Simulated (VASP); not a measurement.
# MoS2 (C2/m) in VASP: single point with PBE+D3(BJ)

Aim: the single point of MoS2 with PBE+D3(BJ).

All numbers are computed with VASP 6.6.1; they aren't measurements. Logs are shortened: lines on timing, memory, paths and dates and some standing lists are left out, and cuts for length are marked.

### Step 1. The cell of the first run

The structure is monoclinic, space group C2/m (No. 12). Conventional cell: a = 4.715 Å, b = 3.545 Å, c = 6.163 Å, α = 90.00°, β = 104.78°, γ = 90.00°. Within 3.0 Å of Mo (site symmetry 2/m) lie 6 S at 2.24 to 2.52 Å and 4 Mo at 2.95 Å. S (site symmetry m) has 3 Mo at 2.24 to 2.52 Å and 4 S at 2.95 Å within 3.0 Å.

### Step 2. Single point, PBE+D3(BJ) (strain +0.1312 x Voigt [1, -1, 0, 0, 0, 0])

The input, INCAR:

```
SYSTEM = MoS2
PREC = Accurate
ENCUT = 520
EDIFF = 1E-6
ISMEAR = 0
SIGMA = 0.15
LREAL = .FALSE.
LASPH = .TRUE.
NELM = 80
ALGO = Fast
ISIF = 2
LWAVE = .FALSE.
LCHARG = .FALSE.
GGA = PE
IVDW = 12
NBANDS = 20
```

The input, KPOINTS:

```
Automatic mesh
0
G
  18 18 18
  0 0 0
```

The input, POSCAR:

```
MoS2
1.0
    1.7722836836      0.7858741934      5.9589013495
   -1.7722836836      0.7858741934      5.9589013495
    0.0000000000     -1.5717483869      5.9589013495
Mo S
1 2
Direct
    0.0000000000      0.0000000000      0.0000000000
    0.7563304588      0.7563304588      0.7563304588
    0.2436695412      0.2436695412      0.2436695412
```

Potentials or basis: VASP PAW PBE potentials, release 64 (Mo_sv, S).

On the command line:

```bash
$ cat potpaw_PBE.64/Mo_sv/POTCAR potpaw_PBE.64/S/POTCAR > POTCAR
$ mpirun -np 1 vasp_std > vasp.out
```

OUTCAR:

```text
SYSTEM = MoS2
   PREC = Accurate
   ENCUT = 520
   EDIFF = 1E-6
   ISMEAR = 0
   LREAL = .FALSE.
   LASPH = .TRUE.
   NELM = 80
   ISIF = 2
   GGA = PE
   IVDW = 12
 IVDW          = 12

 ion  position               nearest neighbor table
   1  0.000  0.000  0.000-   2 2.24   3 2.24   2 2.52   2 2.52   3 2.52   3 2.52
   2  0.756  0.756  0.756-   1 2.24   1 2.52   1 2.52
   3  0.244  0.244  0.244-   1 2.24   1 2.52   1 2.52

  LATTYP: Found a base centered monoclinic cell.
 ALAT       =     4.7152451606
 B/A-ratio  =     0.7517249361
 C/A-ratio  =     1.3069738646
 COS(beta)  =    -0.2550420803

  Lattice vectors:

 A1 = (   1.7722836836,   2.3576225803,   0.0000000000)
 A2 = (  -1.7722836836,   2.3576225803,   0.0000000000)
 A3 = (   0.0000000000,  -1.5717483869,   5.9589013495)

Analysis of symmetry for initial positions (statically):
=====================================================================
 Subroutine PRICEL returns:
 Original cell was already a primitive cell.

 Routine SETGRP: Setting up the symmetry group for a
 base centered monoclinic supercell.

 Subroutine GETGRP returns: Found  4 space group operations
 (whereof  4 operations were pure point group operations)
 out of a pool of  4 trial point group operations.

The static configuration has the point symmetry C_2h.

Analysis of symmetry for dynamics (positions and initial velocities):
=====================================================================
 Subroutine PRICEL returns:
 Original cell was already a primitive cell.

 Routine SETGRP: Setting up the symmetry group for a
 base centered monoclinic supercell.

 Subroutine GETGRP returns: Found  4 space group operations
 (whereof  4 operations were pure point group operations)
 out of a pool of  4 trial point group operations.

The dynamic configuration has the point symmetry C_2h.

 Subroutine INISYM returns: Found  4 space group operations
 (whereof  4 operations are pure point group operations),
 and found     1 'primitive' translations

----------------------------------------------------------------------------------------

                                     Primitive cell

  volume of cell :      49.7971

  direct lattice vectors                    reciprocal lattice vectors
     1.772283684  0.785874193  5.958901349     0.282121877  0.212078050  0.055938723
    -1.772283684  0.785874193  5.958901349    -0.282121877  0.212078050  0.055938723
     0.000000000 -1.571748387  5.958901349     0.000000000 -0.424156100  0.055938723

  length of vectors
     6.266346064  6.266346064  6.162702190     0.357349960  0.357349960  0.427828866

  position of ions in fractional coordinates (direct lattice)
     0.000000000  0.000000000  0.000000000
     0.756330459  0.756330459  0.756330459
     0.243669541  0.243669541  0.243669541

  ion indices of the primitive-cell ions
   primitive index   ion index
                 1           1
                 2           2
                 3           3

----------------------------------------------------------------------------------------

 KPOINTS: Automatic mesh

Automatic generation of k-mesh.
 Grid dimensions read from file:
 generate k-points for:   18   18   18

 Generating k-lattice:

  Cartesian coordinates                     Fractional coordinates (reciprocal lattice)
     0.015673438  0.011782114  0.003107707     0.055555556  0.000000000  0.000000000
    -0.015673438  0.011782114  0.003107707     0.000000000  0.055555556  0.000000000
     0.000000000 -0.023564228  0.003107707     0.000000000  0.000000000  0.055555556

  Length of vectors
     0.019852776  0.019852776  0.023768270

  Shift w.r.t. Gamma in fractional coordinates (k-lattice)
     0.000000000  0.000000000  0.000000000

 Subroutine IBZKPT returns following result:
 ===========================================

 Found   1550 irreducible k-points:

 Following reciprocal coordinates:
            Coordinates               Weight
  0.000000  0.000000  0.000000      1.000000
  0.055556 -0.000000 -0.000000      4.000000
  0.111111 -0.000000 -0.000000      4.000000
  0.166667 -0.000000 -0.000000      4.000000
  0.222222 -0.000000  0.000000      4.000000
  0.277778 -0.000000 -0.000000      4.000000
[... 16 lines left out ...]
 -0.277778  0.055556  0.000000      4.000000
 -0.222222  0.055556  0.000000      4.000000
 [... further k-points ...]
   k-points           NKPTS =   1550   k-points in BZ     NKDIM =   1550   number of bands    NBANDS=     20
   number of dos      NEDOS =    301   number of ions     NIONS =      3
   total plane-waves  NPLWV = 110592
   dimension x,y,z NGX =    48 NGY =   48 NGZ =   48
   dimension x,y,z NGXF=    96 NGYF=   96 NGZF=   96
   ions per type =               1   2
   NGX,Y,Z   is equivalent  to a cutoff of  12.73, 12.73, 12.95 a.u.
   NGXF,Y,Z  is equivalent  to a cutoff of  25.47, 25.47, 25.90 a.u.
 SYSTEM =  MoS2
   PREC   = accura    normal or accurate (medium, high low for compatibility)
   ISTART =      0    job   : 0-new  1-cont  2-samecut
   ICHARG =      2    charge: 1-file 2-atom 10-const
   ISPIN  =      1    spin polarized calculation?
   LNONCOLLINEAR =      F non collinear calculations
   LSORBIT =      F    spin-orbit coupling
   LASPH  =      T    aspherical Exc in radial PAW
   ENCUT  =  520.0 eV  38.22 Ry    6.18 a.u.  11.65 11.65 11.46*2*pi/ulx,y,z
   NELM   =     80;   NELMIN=  2; NELMDL= -5     # of ELM steps
   EDIFF  = 0.1E-05   stopping-criterion for ELM
   LREAL  =      F    real-space projection
   EDIFFG = 0.1E-04   stopping-criterion for IOM
   NSW    =      0    number of steps for IOM
   IBRION =     -1    ionic relax: 0-MD 1-quasi-New 2-CG
   NFREE  =      0    steps in history (QN), initial steepest desc. (CG)
   ISIF   =      2    stress and relaxation
   ISYM   =      2    0-nonsym 1-usesym 2-fastsym
   POTIM  = 0.5000    time-step for ionic-motion
   TEBEG  =    0.0;   TEEND  =   0.0 temperature during run
   PSTRESS=    0.0 pullay stress
   NELECT =      26.0000    total number of electrons
   NUPDOWN=      -1.0000    fix difference up-down
   EMIN   =  10.00;   EMAX   =-10.00  energy-range for DOS
   EFERMI =   0.00;   METHOD = LEGACY
   ISMEAR =     0;   SIGMA  =   0.15  broadening in eV -4-tet -1-fermi 0-gaus
   EFERMI_NEDOS =   21; number of points for ismear=-14 and -15
   IALGO  =     68    algorithm
   IMIX   =      4    mixing-type and parameters
     AMIX     =   0.40;   BMIX     =  1.00
     AMIX_MAG =   1.60;   BMIX_MAG =  1.00
  volume/ion in A,a.u.               =      16.60       112.02
  Fermi-wavevector in a.u.,A,eV,Ry     =   1.318251  2.491133 23.644003  1.737785
  Thomas-Fermi vector in A             =   2.448234
   LORBIT       =      0    0 simple, 1 ext, 2 COOP (PROOUT), +10 PAW based schemes
   GGA     = PE    functional components
   LHFCALC =     F    Hartree Fock is set to
   AEXX    =    0.0000 exact exchange contribution
   IVDW    =    12    specifies the selected vdW correction
   LEPSILON=     F    determine dielectric tensor
   LRPA    =     F    only Hartree local field effects (RPA)
 non-spin polarized calculation
 RMM-DIIS sequential band-by-band and
 Gauss-broadening in eV      SIGMA  =   0.15
  energy-cutoff  :      520.00
  volume of cell :       49.80
 maximum number of plane-waves:      1366
   NGX = 23   NGY = 23   NGZ = 23

 number of electron      26.0000001 magnetization

 Free energy of the ion-electron system (eV)
  ---------------------------------------------------
  ext. energy  EPLUGINS =         0.00000000
  ---------------------------------------------------
  free energy    TOTEN  =       -19.71939951 eV

  energy without entropy =      -19.69726808  energy(sigma->0) =      -19.70833380

 E-fermi :   8.6307     XC(G=0): -11.2850

 val. band max:        8.6298194707   @ k =   0.1111   0.1111   0.2222
 cond. band min:       8.6308177294   @ k =   0.3333   0.3333   0.1667
 fundamental gap:      0.0009982587
 Fermi energy:         8.6307400680

 k-point     1 :       0.0000    0.0000    0.0000
  band No.  band energies     occupation
      1     -52.9293      2.00000
      2     -27.1273      2.00000
      3     -26.8810      2.00000
      4     -26.7445      2.00000
      5      -6.8111      2.00000
      6      -5.0159      2.00000
[... 12 lines left out ...]
     19      16.1437      0.00000
     20      16.2527      0.00000

 k-point     2 :       0.0556   -0.0000   -0.0000
  band No.  band energies     occupation
      1     -52.9277      2.00000
      2     -27.1256      2.00000
      3     -26.8888      2.00000
      4     -26.7526      2.00000
      5      -6.7647      2.00000
      6      -5.0018      2.00000
[... 12 lines left out ...]
     19      16.3549      0.00000
     20      16.4010      0.00000

 k-point     3 :       0.1111   -0.0000   -0.0000
  band No.  band energies     occupation
      1     -52.9231      2.00000
      2     -27.1217      2.00000
      3     -26.9157      2.00000
      4     -26.7702      2.00000
      5      -6.6286      2.00000
      6      -4.9597      2.00000
[... 12 lines left out ...]
     19      16.6445      0.00000
     20      17.0479      0.00000

 k-point     4 :       0.1667   -0.0000   -0.0000
  band No.  band energies     occupation
      1     -52.9161      2.00000
      2     -27.1204      2.00000
      3     -26.9636      2.00000
      4     -26.7851      2.00000
      5      -6.4125      2.00000
      6      -4.8901      2.00000
[... 12 lines left out ...]
     19      16.9148      0.00000
     20      17.8339      0.00000

 k-point     5 :       0.2222   -0.0000    0.0000
  band No.  band energies     occupation
      1     -52.9075      2.00000
      2     -27.1377      2.00000
      3     -27.0124      2.00000
      4     -26.7932      2.00000
      5      -6.1344      2.00000
      6      -4.7929      2.00000
[... 12 lines left out ...]
     19      17.0014      0.00000
     20      18.2672      0.00000

 k-point     6 :       0.2778   -0.0000   -0.0000
  band No.  band energies     occupation
      1     -52.8983      2.00000
      2     -27.1941      2.00000
      3     -27.0302      2.00000
      4     -26.7968      2.00000
      5      -5.8236      2.00000
      6      -4.6659      2.00000
[... 12 lines left out ...]
     19      16.8760      0.00000
     20      17.7794      0.00000

 k-point     7 :       0.3333   -0.0000   -0.0000
  band No.  band energies     occupation
      1     -52.8897      2.00000
      2     -27.2677      2.00000
      3     -27.0272      2.00000
      4     -26.7981      2.00000
      5      -5.5246      2.00000
      6      -4.5046      2.00000
[... 12 lines left out ...]
     19      16.7286      0.00000
     20      17.0716      0.00000
[... 277 lines left out ...]
 k-point    20 :      -0.4444    0.0556    0.0000
  band No.  band energies     occupation
      1     -52.8764      2.00000
      2     -27.3753      2.00000
      3     -27.0137      2.00000
      4     -26.8130      2.00000
      5      -5.0977      2.00000
      6      -4.1009      2.00000
[... 12 lines left out ...]
     19      16.4995      0.00000
     20      16.9770      0.00000

 k-point    21 :      -0.3889    0.0556    0.0000
  band No.  band energies     occupation
      1     -52.8807      2.00000
      2     -27.3341      2.00000
      3     -27.0198      2.00000
      4     -26.8145      2.00000
      5      -5.2193      2.00000
      6      -4.2515      2.00000
[... 12 lines left out ...]
     19      16.6334      0.00000
     20      16.9090      0.00000

 k-point    22 :      -0.3333    0.0556    0.0000
  band No.  band energies     occupation
      1     -52.8876      2.00000
      2     -27.2707      2.00000
      3     -27.0280      2.00000
      4     -26.8152      2.00000
      5      -5.4353      2.00000
      6      -4.4401      2.00000
[... 12 lines left out ...]
     19      16.7346      0.00000
     20      17.1808      0.00000

 k-point    23 :      -0.2778    0.0556    0.0000
  band No.  band energies     occupation
      1     -52.8961      2.00000
      2     -27.1971      2.00000
      3     -27.0331      2.00000
      4     -26.8140      2.00000
      5      -5.7223      2.00000
      6      -4.6094      2.00000
[... 12 lines left out ...]
     19      16.8495      0.00000
     20      17.7257      0.00000

 k-point    24 :      -0.2222    0.0556    0.0000
  band No.  band energies     occupation
      1     -52.9053      2.00000
      2     -27.1375      2.00000
      3     -27.0205      2.00000
      4     -26.8093      2.00000
      5      -6.0317      2.00000
      6      -4.7455      2.00000
[... 12 lines left out ...]
     19      17.0327      0.00000
     20      18.5535      0.00000

 [... further k-points ...]

------------------------ aborting loop because EDIFF is reached ----------------------------------------

 Edisp (eV)   -1.37333

 E8    (eV) :    -0.5545

  FORCE on cell =-STRESS in cart. coord.  units (eV):
  Direction    XX          YY          ZZ          XY          YZ          ZX
  --------------------------------------------------------------------------------------
  -------------------------------------------------------------------------------------
  Total      -4.09929    11.24408     1.75791     0.00000    -4.77105     0.00000
  in kB    -131.89114   361.76841    56.55939     0.00000  -153.50447     0.00000
  external pressure =       95.48 kB  Pullay stress =        0.00 kB

 VOLUME and BASIS-vectors are now :
 -----------------------------------------------------------------------------
  energy-cutoff  :      520.00
  volume of cell :       49.80
      direct lattice vectors                 reciprocal lattice vectors
     1.772283684  0.785874193  5.958901349     0.282121877  0.212078050  0.055938723
    -1.772283684  0.785874193  5.958901349    -0.282121877  0.212078050  0.055938723
     0.000000000 -1.571748387  5.958901349     0.000000000 -0.424156100  0.055938723

 POSITION                                       TOTAL-FORCE (eV/Angst)
 -----------------------------------------------------------------------------------
      0.00000      0.00000      0.00000         0.000000      0.000000     -0.000000
      0.00000     -0.00000     13.52070         0.000000     -1.548136      0.600707
      0.00000     -0.00000      4.35601         0.000000      1.548136     -0.600707
 -----------------------------------------------------------------------------------
    total drift:                                0.000000     -0.000000     -0.000000

  FREE ENERGIE OF THE ION-ELECTRON SYSTEM (eV)
  ---------------------------------------------------
  free  energy   TOTEN  =       -21.0927340099 eV

  energy  without entropy=      -21.0706025843  energy(sigma->0) =      -21.08166830
```

It took 1.7 h on 1 thread of Oxide Virtual Turin-like, shared host; peak memory 1.4 GiB.

Results:

| Quantity | Value |
| --- | --- |
| Free energy | -21.0927 eV |
| Pressure | 9.5 GPa |
| Largest force | 1.661 eV/Å |
| Band gap on the k mesh | zero (bands 13 and 14 overlap by 0.71 eV) |
| Dispersion energy per atom | -0.458 eV |

Forces on the atoms (eV/Å):
```
Mo   0.000  0.000  0.000
S    0.000 -1.548  0.601
S    0.000  1.548 -0.601
```

Caveat: the cell differs from its parent crystal (strain +0.1312 x Voigt [1, -1, 0, 0, 0, 0]); the stress differs along the axes, from -13 to 36 GPa; forces of over 1 eV/Å act on the atoms, so gaps and moduli don't describe the material at rest.
